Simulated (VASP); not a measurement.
# Cu (I4/mmm) in VASP: a series of runs, part 2 of 2

VASP 6.6.1. The steps go on from the part before.

## 5. Single point, PBE

This run uses another cell than the first one, of 13.45 Å³/atom, 1.084 times its volume.

Contents of INCAR:

```
PREC     = Accurate       # precision mode
ENCUT    = 520            # plane-wave cutoff, eV
EDIFF    = 1E-7           # SCF threshold, eV
ISMEAR   = 0              # smearing method
SIGMA    = 0.15           # smearing width, eV
LREAL    = F              # projectors in reciprocal space
LASPH    = T              # aspherical terms in the spheres
NELM     = 80             # most SCF steps
ALGO     = Normal         # electronic algorithm
ISIF     = 2              # what is computed and relaxed
LWAVE    = F              # write WAVECAR
LCHARG   = F              # write CHGCAR
GGA      = PE             # functional
NBANDS   = 12             # bands
```

Contents of KPOINTS:

```
regular mesh
0
Gamma
  22 22 22
```

Contents of POSCAR:

```
Cu
1.0
   -1.5469500000      1.5469500000      1.4050000000
    1.5469500000     -1.5469500000      1.4050000000
    1.5469500000      1.5469500000     -1.4050000000
Cu
1
Direct
    0.0000000000      0.0000000000      0.0000000000
```

Potentials or basis: VASP PAW PBE potentials, release 64 (Cu).

Launch:

```sh
$ cat potpaw_PBE.64/Cu/POTCAR > POTCAR
$ mpirun -np 1 vasp_std > vasp.out
```

OUTCAR:

```text
PREC = Accurate
   ENCUT = 520
   EDIFF = 1E-7
   ISMEAR = 0
   LREAL = F
   LASPH = T
   NELM = 80
   ISIF = 2
   GGA = PE

 ion  position               nearest neighbor table
   1  0.000  0.000  0.000-

  LATTYP: Found a body centered tetragonal cell.
 ALAT       =     3.0939000000
 C/A-ratio  =     0.9082387925

  Lattice vectors:

 A1 = (  -1.5469500000,   1.5469500000,   1.4050000000)
 A2 = (   1.5469500000,  -1.5469500000,   1.4050000000)
 A3 = (   1.5469500000,   1.5469500000,  -1.4050000000)

[... 529 lines left out ...]
      4       4.3097      2.00000
      5       4.5784      2.00000
      6       5.3938      2.00000
      7      11.5309      0.00000
      8      20.7943      0.00000
      9      21.8716      0.00000
     10      25.8789      0.00000
     11      28.1699      0.00000
     12      37.1446      0.00000

 [... further k-points ...]
[... 5 lines left out ...]
  --------------------------------------------------------------------------------------
  -------------------------------------------------------------------------------------
  Total       -0.9313445     -0.9313445     -0.9312697      0.0000000     -0.0000000      0.0000000
  in kB     -110.9512132   -110.9512132   -110.9423077      0.0000000     -0.0000000      0.0000000
  external PRESSURE =    -110.9482447 kB  Pullay stress =       0.0000000 kB

 VOLUME and BASIS-vectors are now :
 -----------------------------------------------------------------------------
  energy-cutoff  :      520.00
  volume of cell :       13.45
      direct lattice vectors                 reciprocal lattice vectors
    -1.546950000  1.546950000  1.405000000     0.000000000  0.323216652  0.355871886
     1.546950000 -1.546950000  1.405000000     0.323216652  0.000000000  0.355871886
     1.546950000  1.546950000 -1.405000000     0.323216652  0.323216652  0.000000000

 POSITION                                       TOTAL-FORCE (eV/Angst)
 -----------------------------------------------------------------------------------
      0.00000      0.00000      0.00000         0.000000     -0.000000      0.000000
 -----------------------------------------------------------------------------------
    total drift:                                0.000000     -0.000000      0.000000

  FREE ENERGIE OF THE ION-ELECTRON SYSTEM (eV)
  ---------------------------------------------------
  free  energy   TOTEN  =        -3.6404056982 eV

  energy  without entropy=       -3.6355013596  energy(sigma->0) =       -3.63795353
```

OSZICAR:

```text
N       E                     dE             d eps       ncg     rms          rms(c)
DAV:   1     0.438673015590E+02    0.43867E+02   -0.53542E+03 21640   0.146E+03
DAV:   2    -0.305644523494E+01   -0.46924E+02   -0.43403E+02 20720   0.200E+02
DAV:   3    -0.446107337717E+01   -0.14046E+01   -0.13928E+01 23192   0.403E+01
DAV:   4    -0.447059863897E+01   -0.95253E-02   -0.95240E-02 22684   0.296E+00
DAV:   5    -0.447070022470E+01   -0.10159E-03   -0.10159E-03 23404   0.311E-01    0.738E+00
DAV:   6    -0.410839646403E+01    0.36230E+00   -0.15464E+01 23344   0.721E+01    0.455E+00
DAV:   7    -0.364914856055E+01    0.45925E+00   -0.26668E+00 23460   0.305E+01    0.447E-01
DAV:   8    -0.364296175961E+01    0.61868E-02   -0.10399E-02 25836   0.193E+00    0.388E-01
DAV:   9    -0.364042900780E+01    0.25328E-02   -0.17866E-02 23864   0.227E+00    0.509E-02
DAV:  10    -0.364040573930E+01    0.23268E-04   -0.17621E-04 29404   0.230E-01    0.807E-03
DAV:  11    -0.364040583052E+01   -0.91221E-07   -0.10174E-06 23376   0.118E-02    0.165E-03
DAV:  12    -0.364040562651E+01    0.20401E-06   -0.24182E-07 14980   0.823E-03    0.180E-04
DAV:  13    -0.364040569824E+01   -0.71730E-07   -0.54926E-09 11348   0.148E-03
   1 F= -.36404057E+01 E0= -.36379535E+01  d E =-.490434E-02
```

stdout:

```text
POSCAR found type information on POSCAR Cu
 POSCAR found :  1 types and       1 ions
 scaLAPACK will be used
 LDA part: xc-table for (Slater+PW92), standard interpolation
 POSCAR, INCAR and KPOINTS ok, starting setup
 FFT: planning ... GRIDC
 FFT: planning ... GRID_SOFT
 FFT: planning ... GRID
 WAVECAR not read
 entering main loop
```

Wall time 3.3 min (1 thread of Intel Xeon 8259CL, shared host); peak memory 0.23 GiB.

What came out:

```
Free energy : -3.6404 eV
Pressure    : -11.1 GPa
```

## 6. Single point, PBE

This run uses another cell than the first one, of 13.67 Å³/atom, 1.102 times its volume.

Contents of INCAR:

```
PREC     = Accurate       # precision mode
ENCUT    = 520            # plane-wave cutoff, eV
EDIFF    = 1E-7           # SCF threshold, eV
ISMEAR   = 0              # smearing method
SIGMA    = 0.15           # smearing width, eV
LREAL    = False          # projectors in reciprocal space
LASPH    = True           # aspherical terms in the spheres
NELM     = 100            # most SCF steps
ALGO     = Normal         # electronic algorithm
ISIF     = 2              # what is computed and relaxed
LWAVE    = False          # write WAVECAR
LCHARG   = False          # write CHGCAR
GGA      = PE             # functional
NBANDS   = 12             # bands
```

Contents of KPOINTS:

```
Automatic mesh
0
Gamma
  22 22 22
```

Contents of POSCAR:

```
Cu
1.0
   -1.5469500000      1.5469500000      1.4280500000
    1.5469500000     -1.5469500000      1.4280500000
    1.5469500000      1.5469500000     -1.4280500000
Cu
1
Direct
    0.0000000000      0.0000000000      0.0000000000
```

Potentials or basis: VASP PAW PBE potentials, release 64 (Cu).

Launch:

```sh
$ cat potpaw_PBE.64/Cu/POTCAR > POTCAR
$ mpirun -np 1 vasp_std > vasp.out
```

OUTCAR:

```text
PREC = Accurate
   ENCUT = 520
   EDIFF = 1E-7
   ISMEAR = 0
   LREAL = False
   LASPH = True
   NELM = 100
   ISIF = 2
   GGA = PE

 ion  position               nearest neighbor table
   1  0.000  0.000  0.000-

  LATTYP: Found a body centered tetragonal cell.
 ALAT       =     3.0939000000
 C/A-ratio  =     0.9231390801

  Lattice vectors:

 A1 = (  -1.5469500000,   1.5469500000,   1.4280500000)
 A2 = (   1.5469500000,  -1.5469500000,   1.4280500000)
 A3 = (   1.5469500000,   1.5469500000,  -1.4280500000)
[... 529 lines left out ...]
      3       4.0094      2.00000
      4       4.1307      2.00000
      5       4.4180      2.00000
      6       5.2191      2.00000
      7      11.1826      0.00000
      8      20.5942      0.00000
      9      21.6458      0.00000
     10      25.6203      0.00000
     11      27.8328      0.00000
     12      36.9178      0.00000

 [... further k-points ...]
[... 5 lines left out ...]
  --------------------------------------------------------------------------------------
  -------------------------------------------------------------------------------------
  Total       -1.0421636     -1.0421636     -1.0638977      0.0000000      0.0000000      0.0000000
  in kB     -122.1491714   -122.1491714   -124.6965702      0.0000000      0.0000000      0.0000000
  external PRESSURE =    -122.9983043 kB  Pullay stress =       0.0000000 kB

 VOLUME and BASIS-vectors are now :
 -----------------------------------------------------------------------------
  energy-cutoff  :      520.00
  volume of cell :       13.67
      direct lattice vectors                 reciprocal lattice vectors
    -1.546950000  1.546950000  1.428050000     0.000000000  0.323216652  0.350127797
     1.546950000 -1.546950000  1.428050000     0.323216652  0.000000000  0.350127797
     1.546950000  1.546950000 -1.428050000     0.323216652  0.323216652  0.000000000

 POSITION                                       TOTAL-FORCE (eV/Angst)
 -----------------------------------------------------------------------------------
      0.00000      0.00000      0.00000        -0.000000     -0.000000      0.000000
 -----------------------------------------------------------------------------------
    total drift:                                0.000000     -0.000000      0.000000

  FREE ENERGIE OF THE ION-ELECTRON SYSTEM (eV)
  ---------------------------------------------------
  free  energy   TOTEN  =        -3.6242558881 eV

  energy  without entropy=       -3.6194803941  energy(sigma->0) =       -3.62186814
```

OSZICAR:

```text
N       E                     dE             d eps       ncg     rms          rms(c)
DAV:   1     0.435985570875E+02    0.43599E+02   -0.53627E+03 21792   0.146E+03
DAV:   2    -0.304691464299E+01   -0.46645E+02   -0.42968E+02 20664   0.199E+02
DAV:   3    -0.443387204592E+01   -0.13870E+01   -0.13742E+01 23416   0.400E+01
DAV:   4    -0.444327560198E+01   -0.94036E-02   -0.94022E-02 22776   0.293E+00
DAV:   5    -0.444337674267E+01   -0.10114E-03   -0.10114E-03 23396   0.310E-01    0.734E+00
DAV:   6    -0.410167433086E+01    0.34170E+00   -0.15561E+01 23400   0.719E+01    0.462E+00
DAV:   7    -0.363257909687E+01    0.46910E+00   -0.27007E+00 23488   0.306E+01    0.432E-01
DAV:   8    -0.362697112489E+01    0.56080E-02   -0.11955E-02 25916   0.208E+00    0.400E-01
DAV:   9    -0.362428325526E+01    0.26879E-02   -0.19267E-02 23740   0.235E+00    0.536E-02
DAV:  10    -0.362425593244E+01    0.27323E-04   -0.19496E-04 29464   0.241E-01    0.891E-03
DAV:  11    -0.362425606453E+01   -0.13209E-06   -0.11890E-06 23704   0.139E-02    0.188E-03
DAV:  12    -0.362425581733E+01    0.24719E-06   -0.30387E-07 14628   0.918E-03    0.179E-04
DAV:  13    -0.362425588812E+01   -0.70791E-07   -0.66801E-09 11400   0.158E-03
   1 F= -.36242559E+01 E0= -.36218681E+01  d E =-.477549E-02
```

It took 3.1 min on 1 thread of Intel Xeon 8259CL, shared host; peak memory 0.24 GiB.

What came out:

```
Free energy : -3.6243 eV
Pressure    : -12.3 GPa
```

## 7. The runs side by side

```tsv
cell	gap on the mesh (eV)	pressure (GPa)
a = 2.529 Å, angles 107.4, 107.4, 113.8°, 1 atom	none	-3.4
a = 2.534 Å, angles 106.1, 106.1, 116.4°, 1 atom	none	-3.0
a = 2.551 Å, angles 105.4, 105.4, 118.1°, 1 atom	none	-4.3
a = 2.600 Å, angles 107.0, 107.0, 114.6°, 1 atom	none	-11.1
a = 2.613 Å, angles 107.4, 107.4, 113.7°, 1 atom	none	-12.3
```

Alike in all rows: task single point; level PBE; potentials or basis VASP PAW PBE potentials, release 64 (Cu); no spin polarisation; k mesh 22 × 22 × 22; cutoff (eV) 520; smearing gaussian 0.15 eV.

Total energies depend on the potentials used, so only differences within one code and one set of settings carry meaning.
